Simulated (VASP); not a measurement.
## ZrS: single point with PBEsol

Crystal: ZrS.

```
Zr S
1.0
     0.00000    2.73984    2.73984
     2.62500    0.11484    2.62500
     2.62500    2.62500    0.11484
Zr S
1 1
Direct
  0.00000 0.00000 0.00000
  0.50000 0.50000 0.50000
```

This cell differs from its parent crystal: strain +0.0875 x Voigt [0, 0, 0, 1, 0, 0].

```
Program                : VASP 6.6.1
Task                   : single point
Functional             : PBEsol
Potentials or basis    : VASP PAW PBE potentials, release 64 (Zr_sv, S)
Cutoff                 : 520 eV
k mesh                 : 16 × 16 × 16
Occupations            : gaussian, width 0.15 eV
Spin                   : no spin polarisation
Dipole correction      : no
Further INCAR settings : ALGO = Normal; EDIFF = 1e-06; NBANDS = 16
```

```yaml
Pressure: -5.9 GPa
Band_gap_on_the_k_mesh: zero (bands 9 and 10 overlap by 2.81 eV)
```

Stress tensor (GPa, compression positive):
```
-6.25  0.00  0.00
 0.00 -5.75 -2.22
 0.00 -2.22 -5.75
```

Levels at points of the mesh, in eV from the Fermi level:
```tsv
k point	band 7	band 8	band 9	band 10	band 11	band 12
(0.00, 0.00, 0.00)	-3.52	-3.21	-1.78	-1.44	-0.87	-0.64
(0.50, 0.00, 0.00)	-5.95	-5.47	0.77	1.67	1.86	2.07
(0.00, 0.50, 0.00)	-6.31	-5.94	1.33	1.42	1.77	2.44
(0.50, 0.50, 0.00)	-4.44	-4.43	-3.44	0.43	1.94	2.34
(0.00, 0.50, 0.50)	-4.77	-4.04	-3.44	0.59	2.38	2.40
```

Run time: 3.2 min on 1 thread of AMD EPYC 9R45 (Zen 5), with other jobs on the host, peak memory 0.41 GiB.

Caveat: the cell differs from its parent crystal (strain +0.0875 x Voigt [0, 0, 0, 1, 0, 0]); the cell stands under tension; the PAW data sets were made with another functional, which shifts forces and pressure a little.
